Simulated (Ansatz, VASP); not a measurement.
One calculation of AlH6C2, two programs

```
CELL_PARAMETERS angstrom
15.00000 0.00000 0.00000
0.00000 15.50000 0.00000
0.00000 0.00000 16.00000
ATOMIC_POSITIONS crystal
Al 0.49991 0.49950 0.43495
C 0.61299 0.49985 0.49892
C 0.38603 0.50006 0.49740
H 0.60047 0.49778 0.56668
H 0.65507 0.44435 0.48216
H 0.65229 0.55809 0.48510
H 0.32613 0.50084 0.45811
H 0.38302 0.44260 0.53793
H 0.38410 0.55693 0.53874
```

Alike in both runs: functional PBE; dispersion D3(BJ); k mesh 1 × 1 × 1; occupations gaussian, width 0.005 eV; collinear spin.

Ansatz relaxed the structure, and its values are those at the end. VASP's run is a single point on that final structure, the one shown.

|  | VASP | Ansatz |
| --- | --- | --- |
| version | VASP 6.6.1 | Ansatz 0.2.0 |
| potentials or method | VASP PAW PBE potentials, release 64 (Al, C, H), cutoff 520 eV | scalar-relativistic, plane waves, PAW |
| valence electrons in the cell | 17 | 17 |

```csv
,VASP,Ansatz,Ansatz less VASP
gap on the k mesh at the Fermi level (eV),1.47,1.47,-0.007
rms of the force components (eV/Å),0.013,0.001,-0.0124
net moment per atom (μB),0.11,0.11,0.000
size of the moment on the site where the two differ most (μB),0.16,0.09,-0.066
```

Site moments also hang on the region over which each program counts them.
